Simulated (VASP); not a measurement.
# Ge (Fd-3m) in VASP: further runs, part 2 of 2

VASP 6.6.1. The steps go on from the part before.

## 5. Single point, RPBE, collinear spin, antiferromagnetic start (volume scaled by 1.06)

INCAR reads:

```
PREC = Accurate
ENCUT = 520
EDIFF = 1E-6
ISMEAR = -1
SIGMA = 0.05
LREAL = F
LASPH = T
NELM = 150
ALGO = Normal
ISIF = 2
LWAVE = F
LCHARG = F
ISPIN = 2
MAGMOM = 0.5 -0.5
LORBIT = 11
GGA = RP
NBANDS = 25
```

KPOINTS reads:

```
Automatic mesh
0
Gamma
  8 8 8
```

POSCAR reads:

```
Ge
1.0
    0.0000000000      2.8843929095      2.8843929095
    2.8843929095      0.0000000000      2.8843929095
    2.8843929095      2.8843929095      0.0000000000
Ge
2
Direct
    0.7500000000      0.7500000000      0.7500000000
    0.5000000000      0.5000000000      0.5000000000
```

Potentials or basis: VASP PAW PBE potentials, release 64 (Ge_d).

The run is started by

```
$ cat potpaw_PBE.64/Ge_d/POTCAR > POTCAR
$ mpirun -np 1 vasp_std > vasp.out
```

OUTCAR:

```text
PREC = Accurate
   ENCUT = 520
   EDIFF = 1E-6
   ISMEAR = -1
   LREAL = F
   LASPH = T
   NELM = 150
   ISIF = 2
   ISPIN = 2
   LORBIT = 11
   GGA = RP

 ion  position               nearest neighbor table
   1  0.750  0.750  0.750-   2 2.50   2 2.50   2 2.50   2 2.50
   2  0.500  0.500  0.500-   1 2.50   1 2.50   1 2.50   1 2.50

  LATTYP: Found a face centered cubic cell.
 ALAT       =     5.7687858190

  Lattice vectors:

 A1 = (   0.0000000000,   2.8843929095,   2.8843929095)
 A2 = (   2.8843929095,   0.0000000000,   2.8843929095)
 A3 = (   2.8843929095,   2.8843929095,   0.0000000000)

Analysis of symmetry for initial positions (statically):
=====================================================================
 Subroutine PRICEL returns:
 Original cell was already a primitive cell.

 Routine SETGRP: Setting up the symmetry group for a
 face centered cubic supercell.

 Subroutine GETGRP returns: Found 48 space group operations
 (whereof 24 operations were pure point group operations)
 out of a pool of 48 trial point group operations.

The static configuration has the point symmetry T_d .
 The point group associated with its full space group is O_h .

Analysis of symmetry for dynamics (positions and initial velocities):
=====================================================================
 Subroutine PRICEL returns:
 Original cell was already a primitive cell.

 Routine SETGRP: Setting up the symmetry group for a
 face centered cubic supercell.

 Subroutine GETGRP returns: Found 48 space group operations
 (whereof 24 operations were pure point group operations)
 out of a pool of 48 trial point group operations.

The dynamic configuration has the point symmetry T_d .
 The point group associated with its full space group is O_h .

Analysis of structural, dynamic, and magnetic symmetry:
=====================================================================
 Subroutine PRICEL returns:
 Original cell was already a primitive cell.

 Routine SETGRP: Setting up the symmetry group for a
[... 151 lines left out ...]
  ---------------------------------------------------
  free energy    TOTEN  =        -8.35321824 eV

  energy without entropy =       -8.35237096  energy(sigma->0) =       -8.35279460

 E-fermi :   4.5519     XC(G=0):  -9.4671

 val. band max:        4.2439511163   @ k =   0.1250   0.0000   0.0000
 cond. band min:       4.5530290962   @ k =   0.0000   0.0000   0.0000
 fundamental gap:      0.3090779798
 Fermi energy:         4.5519398323

 spin component 1

 k-point     1 :       0.0000    0.0000    0.0000
  band No.  band energies     occupation
      1     -20.2136      1.00000
      2     -20.2136      1.00000
      3     -20.2136      1.00000
      4     -20.1822      1.00000
      5     -20.1822      1.00000
      6     -20.0018      1.00000
[... 661 lines left out ...]
     24      20.6217      0.00000
     25      21.9118      0.00000

 [... further k-points ...]

 spin component 2

 k-point     1 :       0.0000    0.0000    0.0000
  band No.  band energies     occupation
      1     -20.2136      1.00000
      2     -20.2136      1.00000
      3     -20.2136      1.00000
      4     -20.1822      1.00000
      5     -20.1822      1.00000
      6     -20.0018      1.00000
[... 661 lines left out ...]
     24      20.6217      0.00000
     25      21.9118      0.00000

 [... further k-points ...]

------------------------ aborting loop because EDIFF is reached ----------------------------------------

  FORCE on cell =-STRESS in cart. coord.  units (eV):
  Direction    XX          YY          ZZ          XY          YZ          ZX
  --------------------------------------------------------------------------------------
  -------------------------------------------------------------------------------------
  Total        0.4281908      0.4281908      0.4281908      0.0000000      0.0000000     -0.0000000
  in kB       14.2940291     14.2940291     14.2940291      0.0000000      0.0000000     -0.0000000
  external PRESSURE =      14.2940291 kB  Pullay stress =       0.0000000 kB

 VOLUME and BASIS-vectors are now :
 -----------------------------------------------------------------------------
  energy-cutoff  :      520.00
  volume of cell :       47.99
      direct lattice vectors                 reciprocal lattice vectors
     0.000000000  2.884392909  2.884392909    -0.173346703  0.173346703  0.173346703
     2.884392909  0.000000000  2.884392909     0.173346703 -0.173346703  0.173346703
     2.884392909  2.884392909  0.000000000     0.173346703  0.173346703 -0.173346703

 POSITION                                       TOTAL-FORCE (eV/Angst)
 -----------------------------------------------------------------------------------
      4.32659      4.32659      4.32659         0.000000      0.000000      0.000000
      2.88439      2.88439      2.88439        -0.000000     -0.000000     -0.000000
 -----------------------------------------------------------------------------------
    total drift:                                0.000000     -0.000000      0.000000

  FREE ENERGIE OF THE ION-ELECTRON SYSTEM (eV)
  ---------------------------------------------------
  free  energy   TOTEN  =        -8.3532182447 eV

  energy  without entropy=       -8.3523709639  energy(sigma->0) =       -8.35279460

 total charge

# of ion       s       p       d       tot
------------------------------------------
    1        1.136   1.213  10.015  12.364
    2        1.136   1.213  10.015  12.364
--------------------------------------------------
tot          2.272   2.425  20.030  24.727

 magnetization (x)

# of ion       s       p       d       tot
------------------------------------------
    1        0.000   0.000  -0.000   0.000
    2       -0.000  -0.000   0.000  -0.000
--------------------------------------------------
tot          0.000   0.000   0.000   0.000
```

OSZICAR:

```text
N       E                     dE             d eps       ncg     rms          rms(c)
DAV:   1     0.202051998635E+03    0.20205E+03   -0.13680E+04  3559   0.300E+03
DAV:   2     0.229379208773E+02   -0.17911E+03   -0.17065E+03  2956   0.582E+02
DAV:   3    -0.723975933252E+01   -0.30178E+02   -0.29931E+02  3276   0.129E+02
DAV:   4    -0.829052079242E+01   -0.10508E+01   -0.10501E+01  3277   0.275E+01
DAV:   5    -0.830640000140E+01   -0.15879E-01   -0.15878E-01  3359   0.385E+00    0.543E+00
DAV:   6    -0.834394613202E+01   -0.37546E-01   -0.40882E-02  4229   0.982E+00    0.261E+00
DAV:   7    -0.834999455413E+01   -0.60484E-02   -0.34188E-02  3927   0.643E+00    0.136E+00
DAV:   8    -0.835057845801E+01   -0.58390E-03   -0.24976E-02  3506   0.196E+00    0.278E-01
DAV:   9    -0.835184372551E+01   -0.12653E-02   -0.24567E-03  4066   0.101E+00    0.106E-01
DAV:  10    -0.835274680581E+01   -0.90308E-03   -0.10926E-03  3532   0.499E-01    0.474E-02
DAV:  11    -0.835318961143E+01   -0.44281E-03   -0.67822E-04  3452   0.212E-01    0.163E-02
DAV:  12    -0.835321002097E+01   -0.20410E-04   -0.36566E-05  3558   0.875E-02    0.752E-03
DAV:  13    -0.835321737120E+01   -0.73502E-05   -0.10588E-05  2570   0.378E-02    0.444E-03
DAV:  14    -0.835321824474E+01   -0.87354E-06   -0.17420E-06  2858   0.260E-02
   1 F= -.83532182E+01 E0= -.83527946E+01  d E =-.847281E-03  mag=    -0.0000
```

stdout:

```text
POSCAR found type information on POSCAR Ge
 POSCAR found :  1 types and       2 ions
 scaLAPACK will be used
 -----------------------------------------------------------------------------
|                                                                             |
|                                                                             |
|     You enforced a specific xc type in the INCAR file but a different       |
|     I HOPE YOU KNOW WHAT YOU ARE DOING!                                     |
|                                                                             |
 -----------------------------------------------------------------------------

 LDA part: xc-table for (Slater+PW92), standard interpolation
 POSCAR, INCAR and KPOINTS ok, starting setup
 FFT: planning ... GRIDC
 FFT: planning ... GRID_SOFT
 FFT: planning ... GRID
 WAVECAR not read
 entering main loop
```

It took 43 s on 1 thread of Intel Xeon Platinum 8488C (Sapphire Rapids), shared host; peak memory 0.2 GiB.

Results:

```
Free energy                                           : -8.3532 eV
Pressure                                              : 1.4 GPa
Band gap on the k mesh                                : zero (filled and empty bands touch)
Net moment                                            : 0.00 μB per cell
Valence electrons inside the program's atomic spheres : Ge 12.36
```

Levels at points of the mesh, in eV from the Fermi level:
Spin up:
| k point | band 11 | band 12 | band 13 | band 14 | band 15 | band 16 | band 17 | band 18 |
| --- | --- | --- | --- | --- | --- | --- | --- | --- |
| (0.00, 0.00, 0.00) | -12.31 | -0.37 | 0.00 | 0.00 | 0.00 | 2.54 | 2.54 | 2.54 |
| (0.50, 0.00, 0.00) | -10.36 | -7.30 | -1.32 | -1.32 | 0.10 | 3.74 | 3.74 | 7.26 |
| (0.50, 0.50, 0.00) | -8.64 | -8.64 | -2.87 | -2.87 | 0.90 | 0.90 | 9.09 | 9.09 |
Spin down:
```
           k point  band 12  band 13  band 14  band 15  band 16  band 17
(0.00, 0.00, 0.00)    -0.37     0.00     0.00     0.00     2.54     2.54
(0.50, 0.00, 0.00)    -7.30    -1.32    -1.32     0.10     3.74     3.74
(0.50, 0.50, 0.00)    -8.64    -2.87    -2.87     0.90     0.90     9.09
```

Caveat: the PAW data sets were made with another functional, which shifts forces and pressure a little.

## 6. Single point, PBE exchange alone

INCAR reads:

```
PREC = Accurate
ENCUT = 520
EDIFF = 1E-6
ISMEAR = 1
SIGMA = 0.1
LREAL = F
LASPH = T
NELM = 100
ALGO = Normal
ISIF = 2
LWAVE = F
LCHARG = F
GGA = PE
ALDAC = 0.0
AGGAC = 0.0
NBANDS = 21
```

KPOINTS is that of step 5.

POSCAR reads:

```
Ge
1.0
    0.0000000000      2.8289100000      2.8289100000
    2.8289100000      0.0000000000      2.8289100000
    2.8289100000      2.8289100000      0.0000000000
Ge
2
Direct
    0.7500000000      0.7500000000      0.7500000000
    0.5000000000      0.5000000000      0.5000000000
```

Potentials or basis: VASP PAW PBE potentials, release 64 (Ge_d).

The run is started by

```
$ cat potpaw_PBE.64/Ge_d/POTCAR > POTCAR
$ mpirun -np 1 vasp_std > vasp.out
```

It took 22 s on 1 thread of Intel Xeon Platinum 8259CL at 2.50GHz (Skylake/Cascade Lake), shared host; peak memory 0.17 GiB.

It converged, with:

- Free energy: -5.9643 eV
- Pressure: 13.6 GPa
- Band gap on the k mesh: zero (filled and empty bands touch)

Levels at points of the mesh, in eV from the Fermi level:
```
           k point  band 11  band 12  band 13  band 14  band 15  band 16  band 17  band 18
(0.00, 0.00, 0.00)   -12.80    -0.13    -0.02    -0.02    -0.02     2.53     2.53     2.53
(0.50, 0.00, 0.00)   -10.74    -7.61    -1.43    -1.43     0.16     3.77     3.77     7.37
(0.50, 0.50, 0.00)    -8.94    -8.94    -3.08    -3.08     0.85     0.85     9.42     9.42
```

## 7. Summary

```csv
level,spin,cell,smearing,gap on the mesh (eV),pressure (GPa),moment (μB)
RPBE,"collinear, antiferromagnetic start","a = 4.001 Å, angles 60.0°, 2 atoms",fermi-dirac 0.05 eV,0.15,5.3,0.00
RPBE,"collinear, antiferromagnetic start","a = 4.027 Å, angles 60.0°, 2 atoms",fermi-dirac 0.05 eV,none,3.9,0.00
RPBE,"collinear, antiferromagnetic start","a = 4.053 Å, angles 60.0°, 2 atoms",fermi-dirac 0.05 eV,none,2.5,0.00
RPBE,"collinear, antiferromagnetic start","a = 4.079 Å, angles 60.0°, 2 atoms",fermi-dirac 0.05 eV,none,1.4,0.00
PBE exchange alone,off,"a = 4.001 Å, angles 60.0°, 2 atoms",methfessel-paxton 0.1 eV,none,13.6,-
```

Alike in all rows: task single point; potentials or basis VASP PAW PBE potentials, release 64 (Ge_d); k mesh 8 × 8 × 8; cutoff (eV) 520.

Caveats: the PAW data sets were made with another functional, which shifts forces and pressure a little (some runs).

Total energies depend on the potentials used, so only differences within one code and one set of settings carry meaning.
